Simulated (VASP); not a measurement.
A run of VASP 6.6.1:

File INCAR:

```
PREC = Accurate ; ENCUT = 600
EDIFF = 1E-6 ; ISMEAR = 0
SIGMA = 0.05 ; LREAL = F
LASPH = T ; NELM = 200
ALGO = Normal ; ISIF = 2
LWAVE = F ; LCHARG = F
MAGMOM = 0 0 0 0 0 0 0 0 0 0 0 0 ; LORBIT = 11
LSORBIT = T ; GGA_COMPAT = F
LORBMOM = T ; NBANDS = 30
```

The input KPOINTS:

```
Automatic mesh
0
Gamma
  15 15 5
```

The input POSCAR:

```
BN
1.0
    2.5039917043      0.0000000000      0.0000000000
   -1.2519958522      2.1685204268      0.0000000000
    0.0000000000      0.0000000000      6.6612000000
B N
2 2
Direct
    0.3333333333      0.6666666667      0.2500000000
    0.6666666667      0.3333333333      0.7500000000
    0.3333333333      0.6666666667      0.7500000000
    0.6666666667      0.3333333333      0.2500000000
```

Potentials or basis: VASP PAW LDA potentials, release 64 (B, N).

Launch:

```console
$ cat potpaw_LDA.64/B/POTCAR potpaw_LDA.64/N/POTCAR > POTCAR
$ mpirun -np 1 vasp_ncl > vasp.out
```

Hardware: 1 thread of Intel(R) Xeon(R) 6975P-C (Granite Rapids), with other jobs on the host.

Problem. How long does it take, and how much memory?

Solution. Run time: 80 s on 1 thread of Intel(R) Xeon(R) 6975P-C (Granite Rapids), on a shared host, peak memory 0.3 GiB. Counts: scf iterations 13, k points 81.
